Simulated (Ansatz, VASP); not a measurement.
## Ta: VASP beside Ansatz

```
Ta
1.0
    -1.64417    1.64417    1.64417
     1.64417   -1.64417    1.64417
     1.64417    1.64417   -1.64417
Ta
1
Direct
  0.00000 0.00000 0.00000
```

Alike in both runs: task relaxation of cell and atoms; functional r2SCAN; k mesh 8 × 8 × 8; occupations gaussian, width 0.1541 eV; no spin polarisation.

|  | VASP | Ansatz |
| --- | --- | --- |
| version | VASP 6.6.1 | Ansatz 0.2.0 |
| potentials or method | VASP PAW PBE potentials, release 64 (Ta_pv), cutoff 550 eV | PAW plane waves |
| valence electrons in the cell | 11 | 13 |

|  | VASP | Ansatz | Ansatz less VASP |
| --- | --- | --- | --- |
| gap on the k mesh at the Fermi level, each at its own relaxed structure (eV) | none | none | - |
| relaxed volume (Å³/atom) | 17.90 | 17.85 | -0.056 |
| relaxed cell length with the largest relative difference (Å) | 2.854 | 2.851 | -0.0030 |

VASP's potentials were made for PBE, not for r2SCAN. A gap of «none» marks a metal or a gap that the smearing closes. VASP's potentials hold 11 valence electrons a cell and Ansatz's 13, so a difference there can come from the potentials and not from the codes.

Spin-orbit coupling is off throughout.
